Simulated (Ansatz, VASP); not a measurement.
TaN: VASP beside Ansatz

INCAR

```
  PREC = Accurate
  ENCUT = 520
  EDIFF = 1E-6
  ISMEAR = -1
  SIGMA = 0.1
  LREAL = False
  LASPH = True
  NELM = 80
  ALGO = Normal
  ISIF = 2
  LWAVE = False
  LCHARG = False
  GGA = PS
  NBANDS = 33
```

The input KPOINTS:

```
Automatic mesh
0
Gamma
  5 5 8
```

POSCAR

```
TaN
1.0
    5.1208427511      0.0000000000      0.0000000000
   -2.5604213756      4.4347799102      0.0000000000
    0.0000000000      0.0000000000      2.8686978849
Ta N
3 3
Direct
    0.0000000000      0.0000000000      0.0000000000
    0.3333333333      0.6666666667      0.5000000000
    0.6666666667      0.3333333333      0.5000000000
    0.5000000000      0.0000000000      0.0000000000
    0.5000000000      0.5000000000      0.0000000000
    0.0000000000      0.5000000000      0.0000000000
```

Input for Ansatz:

```yaml
crystal:
  lattice:
    - [5.120842751139787, 0.0, 0.0]
    - [-2.5604213755698937, 4.434779910241553, 0.0]
    - [0.0, 0.0, 2.8686978848612026]
  atoms:
    - { symbol: Ta, position: [0.0, 0.0, 0.0] }
    - { symbol: Ta, position: [0.3333333333333333, 0.6666666666666666, 0.5] }
    - { symbol: Ta, position: [0.6666666666666666, 0.3333333333333333, 0.5] }
    - { symbol: "N", position: [0.5, 0.0, 0.0] }
    - { symbol: "N", position: [0.5, 0.5, 0.0] }
    - { symbol: "N", position: [0.0, 0.5, 0.0] }
basis:
  ecutwfc: 500.0
kpoints:
  mp_grid:
    grid: [5, 5, 8]
hamiltonian:
  xc: pbesol
scf:
  occupations:
    method: fermi_dirac
output:
  stress: true
```

Alike in both runs: task single point; functional PBEsol; k mesh 5 × 5 × 8; no spin polarisation.

|  | VASP | Ansatz |
| --- | --- | --- |
| version | VASP 6.6.1 | Ansatz 0.2.0 |
| potentials or method | VASP PAW PBE potentials, release 64 (Ta_pv, N), cutoff 520 eV | plane waves, PAW |
| occupations | fermi-dirac, width 0.1 eV | fermi-dirac |
| valence electrons in the cell | 48 | 54 |

VASP gave:

| Property | Result |
| --- | --- |
| pressure (GPa) | 16.6 |
| traceless stress, the component that is largest in VASP (GPa) | 3.36 |

Task: What did Ansatz give for the same quantities?

Result: Pressure (GPa): 15.4; traceless stress, the component that is largest in VASP (GPa): 3.08.

VASP's potentials were made for PBE, not for PBEsol. VASP's potentials hold 48 valence electrons a cell and Ansatz's 54, so a difference there can come from the potentials and not from the codes.

Neither program's run includes spin-orbit coupling.
